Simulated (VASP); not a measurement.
Here is a VASP 6.6.1 calculation.

File INCAR:

```
PREC     = Accurate       # precision mode
ENCUT    = 520            # plane-wave cutoff, eV
EDIFF    = 1E-7           # SCF threshold, eV
ISMEAR   = 0              # smearing method
SIGMA    = 0.1            # smearing width, eV
LREAL    = F              # projectors in reciprocal space
LASPH    = T              # aspherical terms in the spheres
NELM     = 80             # most SCF steps
ALGO     = Normal         # electronic algorithm
ISIF     = 2              # what is computed and relaxed
LWAVE    = F              # write WAVECAR
LCHARG   = F              # write CHGCAR
GGA      = PE             # functional
NBANDS   = 46             # bands
```

KPOINTS

```
regular mesh
0
Gamma
  4 4 4
```

The input POSCAR:

```
ZnSn4N
1.0
    0.0000000000      3.9910613800      3.9910613800
    3.9910613800      0.0000000000      3.9910613800
    3.9910613800      3.9910613800      0.0000000000
Zn Sn N
1 4 1
Direct
    0.0000000000      0.0000000000      0.0000000000
    0.1309999200      0.6230000300      0.6230000300
    0.6230000300      0.6230000300      0.6230000300
    0.6230000300      0.1309999200      0.6230000300
    0.6230000300      0.6230000300      0.1309999200
    0.2500000000      0.2500000000      0.2500000000
```

Potentials or basis: VASP PAW PBE potentials, release 64 (Zn, Sn_d, N).

Run with:

```bash
$ cat potpaw_PBE.64/Zn/POTCAR potpaw_PBE.64/Sn_d/POTCAR potpaw_PBE.64/N/POTCAR > POTCAR
$ mpirun -np 1 vasp_std > vasp.out
```

Predict the pressure.

13.9 GPa.

Predict the band gap on the k mesh.

zero (an odd number of electrons rules out a gap without spin polarisation).

Forces on the atoms (eV/Å):
```
Zn   0.000  0.000  0.000
Sn   0.657 -0.657 -0.657
Sn   0.657  0.657  0.657
Sn  -0.657  0.657 -0.657
Sn  -0.657 -0.657  0.657
N    0.000  0.000  0.000
```

Caveat: the cell stands under pressure; spin-orbit coupling is left out, which moves the levels of the heavy elements; forces of over 1 eV/Å act on the atoms, so gaps and moduli don't describe the material at rest.
